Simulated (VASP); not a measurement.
# LiH (P6_3/mmc) in VASP: settings compared, part 2 of 2

VASP 6.6.1. Earlier steps stand in the parts before.

## 3. Single point, HSE06

POSCAR

```
LiH
1.0
    3.2548234050      0.0000000000      0.0000000000
   -1.6274117025      2.8187597536      0.0000000000
    0.0000000000      0.0000000000      4.0690682714
Li H
2 2
Direct
    0.3333333333      0.6666666667      0.2500000000
    0.6666666667      0.3333333333      0.7500000000
    0.6666666667      0.3333333333      0.2500000000
    0.3333333333      0.6666666667      0.7500000000
```

INCAR.step1

```
ALGO = Normal
EDIFF = 1E-5
ENCUT = 520
GGA = PE
ISIF = 2
ISMEAR = 0
LASPH = T
LCHARG = F
LREAL = F
LWAVE = T
NBANDS = 12
NELM = 60
PREC = Accurate
SIGMA = 0.01
```

INCAR.step2

```
ALGO = Normal
EDIFF = 1E-6
ENCUT = 520
GGA = PE
HFSCREEN = 0.2079
ISIF = 2
ISMEAR = 0
ISTART = 1
LASPH = T
LCHARG = F
LHFCALC = T
LREAL = F
LWAVE = F
NBANDS = 12
NELM = 60
PREC = Accurate
PRECFOCK = Normal
SIGMA = 0.01
```

KPOINTS

```
k-points
0
Gamma
  6 6 4
```

Potentials or basis: VASP PAW PBE potentials, release 64 (Li_sv, H).

Run with:

```
cat potpaw_PBE.64/Li_sv/POTCAR potpaw_PBE.64/H/POTCAR > POTCAR
cp INCAR.step1 INCAR
mpirun -np 1 vasp_std > vasp.out
cp INCAR.step2 INCAR
mpirun -np 1 vasp_std > vasp.out
```

OUTCAR:

```text
EDIFF = 1E-6
   ENCUT = 520
   GGA = PE
   HFSCREEN = 0.2079
   ISIF = 2
   ISMEAR = 0
   ISTART = 1
   LASPH = T
   LHFCALC = T
   LREAL = F
   NELM = 60
   PREC = Accurate
   PRECFOCK = Normal

 ion  position               nearest neighbor table
   1  0.333  0.667  0.250-
   2  0.667  0.333  0.750-
   3  0.667  0.333  0.250-
   4  0.333  0.667  0.750-

  LATTYP: Found a hexagonal cell.
 ALAT       =     3.2548234050
 C/A-ratio  =     1.2501656050

  Lattice vectors:

 A1 = (   3.2548234050,   0.0000000000,   0.0000000000)
 A2 = (  -1.6274117025,   2.8187597536,   0.0000000000)
 A3 = (   0.0000000000,   0.0000000000,   4.0690682714)

Analysis of symmetry for initial positions (statically):
=====================================================================
 Subroutine PRICEL returns:
 Original cell was already a primitive cell.

 Routine SETGRP: Setting up the symmetry group for a
 hexagonal supercell.

 Subroutine GETGRP returns: Found 24 space group operations
 (whereof 12 operations were pure point group operations)
 out of a pool of 24 trial point group operations.

The static configuration has the point symmetry D_3d.
 The point group associated with its full space group is D_6h.

Analysis of symmetry for dynamics (positions and initial velocities):
=====================================================================
 Subroutine PRICEL returns:
 Original cell was already a primitive cell.

 Routine SETGRP: Setting up the symmetry group for a
 hexagonal supercell.

 Subroutine GETGRP returns: Found 24 space group operations
 (whereof 12 operations were pure point group operations)
 out of a pool of 24 trial point group operations.

The dynamic configuration has the point symmetry D_3d.
 The point group associated with its full space group is D_6h.

 Subroutine INISYM returns: Found 24 space group operations
 (whereof 12 operations are pure point group operations),
 and found     1 'primitive' translations

----------------------------------------------------------------------------------------

                                     Primitive cell

  volume of cell :      37.3319

  direct lattice vectors                    reciprocal lattice vectors
     3.254823405  0.000000000  0.000000000     0.307236331  0.177382978  0.000000000
    -1.627411702  2.818759754  0.000000000     0.000000000  0.354765956  0.000000000
     0.000000000  0.000000000  4.069068271     0.000000000  0.000000000  0.245756506

  length of vectors
     3.254823405  3.254823405  4.069068271     0.354765956  0.354765956  0.245756506

  position of ions in fractional coordinates (direct lattice)
     0.333333333  0.666666667  0.250000000
     0.666666667  0.333333333  0.750000000
     0.666666667  0.333333333  0.250000000
     0.333333333  0.666666667  0.750000000

  ion indices of the primitive-cell ions
   primitive index   ion index
                 1           1
                 2           2
                 3           3
                 4           4
[... 54 lines left out ...]
   dimension x,y,z NGXF=    48 NGYF=   48 NGZF=   60
   ions per type =               2   2
   NGX,Y,Z   is equivalent  to a cutoff of  12.26, 12.26, 12.26 a.u.
   NGXF,Y,Z  is equivalent  to a cutoff of  24.52, 24.52, 24.51 a.u.
 SYSTEM =  unknown system
   PREC   = accura    normal or accurate (medium, high low for compatibility)
   ISTART =      1    job   : 0-new  1-cont  2-samecut
   ICHARG =      0    charge: 1-file 2-atom 10-const
   ISPIN  =      1    spin polarized calculation?
   LNONCOLLINEAR =      F non collinear calculations
   LSORBIT =      F    spin-orbit coupling
   LASPH  =      T    aspherical Exc in radial PAW
   ENCUT  =  520.0 eV  38.22 Ry    6.18 a.u.   6.05  6.05  7.57*2*pi/ulx,y,z
   NELM   =     60;   NELMIN=  2; NELMDL=  0     # of ELM steps
   EDIFF  = 0.1E-05   stopping-criterion for ELM
   LREAL  =      F    real-space projection
   EDIFFG = 0.1E-04   stopping-criterion for IOM
   NSW    =      0    number of steps for IOM
   IBRION =     -1    ionic relax: 0-MD 1-quasi-New 2-CG
   NFREE  =      0    steps in history (QN), initial steepest desc. (CG)
   ISIF   =      2    stress and relaxation
   ISYM   =      3    0-nonsym 1-usesym 2-fastsym
   POTIM  = 0.5000    time-step for ionic-motion
   TEBEG  =    0.0;   TEEND  =   0.0 temperature during run
   PSTRESS=    0.0 pullay stress
   NELECT =       8.0000    total number of electrons
   NUPDOWN=      -1.0000    fix difference up-down
   EMIN   =  10.00;   EMAX   =-10.00  energy-range for DOS
   EFERMI =   0.00;   METHOD = LEGACY
   ISMEAR =     0;   SIGMA  =   0.01  broadening in eV -4-tet -1-fermi 0-gaus
   EFERMI_NEDOS =   21; number of points for ismear=-14 and -15
   IALGO  =     38    algorithm
   IMIX   =      1    mixing-type and parameters
     AMIX     =   0.40;   BMIX     =  1.00
     AMIX_MAG =   1.60;   BMIX_MAG =  1.00
  volume/ion in A,a.u.               =       9.33        62.98
  Fermi-wavevector in a.u.,A,eV,Ry     =   0.979666  1.851300 13.058128  0.959745
  Thomas-Fermi vector in A             =   2.110537
   LORBIT       =      0    0 simple, 1 ext, 2 COOP (PROOUT), +10 PAW based schemes
   GGA     = PE    functional components
   LHFCALC =     T    Hartree Fock is set to
   PRECFOCK=normal    Normal, Fast or Accurate (Low or Medium for compatibility)
   ENCUT4O =  -1.0   cutoff for four orbital integrals eV
   NKREDX  =     1    reduce k-point grid by
   NKREDY  =     1    reduce k-point grid by
   NKREDZ  =     1    reduce k-point grid by
   AEXX    =    0.2500 exact exchange contribution
   HFSCREEN=    0.2079 screening length (either q_TF or 0.3 A-1)
   HFSCREENC=   0.2079 screening length for correlation (either q_TF or 0.3 A-1)
   ENCUTFOCK=  -1.0 apply spherical cutoff to Coloumb kernel
   IVDW    =     0    specifies the selected vdW correction
   LEPSILON=     F    determine dielectric tensor
   LRPA    =     F    only Hartree local field effects (RPA)
 non-spin polarized calculation
 Gauss-broadening in eV      SIGMA  =   0.01
  energy-cutoff  :      520.00
  volume of cell :       37.33
 maximum number of plane-waves:      1038
  NGX = 20; NGY = 20; NGZ = 24

 number of electron       8.0000006 magnetization

 Free energy of the ion-electron system (eV)
  ---------------------------------------------------
  ext. energy  EPLUGINS =         0.00000000
  ---------------------------------------------------
  free energy    TOTEN  =       -13.46916453 eV

  energy without entropy =      -13.46916453  energy(sigma->0) =      -13.46916453

 E-fermi :  -0.7415     XC(G=0):  -6.6283

 val. band max:       -0.8301545012   @ k =   0.0000   0.0000   0.0000
 cond. band min:       1.9055596161   @ k =   0.3333   0.3333   0.0000
 fundamental gap:      2.7357141173
 Fermi energy:        -0.7415067923

 k-point     1 :       0.0000    0.0000    0.0000
  band No.  band energies     occupation
      1     -48.4644      2.00000
      2     -48.4039      2.00000
      3      -6.6469      2.00000
      4      -0.8302      2.00000
      5       3.2203      0.00000
      6      11.2174      0.00000
      7      11.2174      0.00000
      8      11.9224      0.00000
      9      13.8925      0.00000
     10      13.8925      0.00000
     11      15.6973      0.00000
     12      18.4895      0.00000
[... 286 lines left out ...]
 k-point    21 :       0.3333    0.3333    0.5000
  band No.  band energies     occupation
      1     -48.4231      2.00000
      2     -48.4231      2.00000
      3      -3.1767      2.00000
      4      -3.1767      2.00000
      5       4.2499      0.00000
      6       4.2499      0.00000
      7       7.3843      0.00000
      8       7.3843      0.00000
      9      15.7191      0.00000
     10      15.7191      0.00000
     11      18.4349      0.00000
     12      18.4349      0.00000

------------------------ aborting loop because EDIFF is reached ----------------------------------------

  FORCE on cell =-STRESS in cart. coord.  units (eV):
  Direction    XX          YY          ZZ          XY          YZ          ZX
  --------------------------------------------------------------------------------------
  -------------------------------------------------------------------------------------
  Total       -0.0997040     -0.0997040     -0.1111209      0.0000000     -0.0000000      0.0000000
  in kB       -4.2790038     -4.2790038     -4.7689847      0.0000000     -0.0000000      0.0000000
  external PRESSURE =      -4.4423308 kB  Pullay stress =       0.0000000 kB

 VOLUME and BASIS-vectors are now :
 -----------------------------------------------------------------------------
  energy-cutoff  :      520.00
  volume of cell :       37.33
      direct lattice vectors                 reciprocal lattice vectors
     3.254823405  0.000000000  0.000000000     0.307236331  0.177382978  0.000000000
    -1.627411702  2.818759754  0.000000000     0.000000000  0.354765956  0.000000000
     0.000000000  0.000000000  4.069068271     0.000000000  0.000000000  0.245756506

 POSITION                                       TOTAL-FORCE (eV/Angst)
 -----------------------------------------------------------------------------------
     -0.00000      1.87917      1.01727         0.000000     -0.000000     -0.000000
      1.62741      0.93959      3.05180        -0.000000      0.000000     -0.000000
      1.62741      0.93959      1.01727        -0.000000      0.000000      0.000000
     -0.00000      1.87917      3.05180         0.000000     -0.000000      0.000000
 -----------------------------------------------------------------------------------
    total drift:                                0.000000      0.000000      0.000000

  FREE ENERGIE OF THE ION-ELECTRON SYSTEM (eV)
  ---------------------------------------------------
  free  energy   TOTEN  =       -13.4691645325 eV

  energy  without entropy=      -13.4691645325  energy(sigma->0) =      -13.46916453
```

Wall time 12 min (1 thread of Intel Xeon 8259CL, shared host); peak memory 0.25 GiB.

Results:

- Free energy: -13.4692 eV
- Band gap on the k mesh: 2.74 eV (least direct gap 4.05 eV)

Caveat: the cutoff is under 1.25 times the usual one of these potentials, so pressure, stress and relaxed cells hold a basis-set (Pulay) error; the PAW data sets were made with another functional, which shifts forces and pressure a little. A k mesh can miss the band edges.
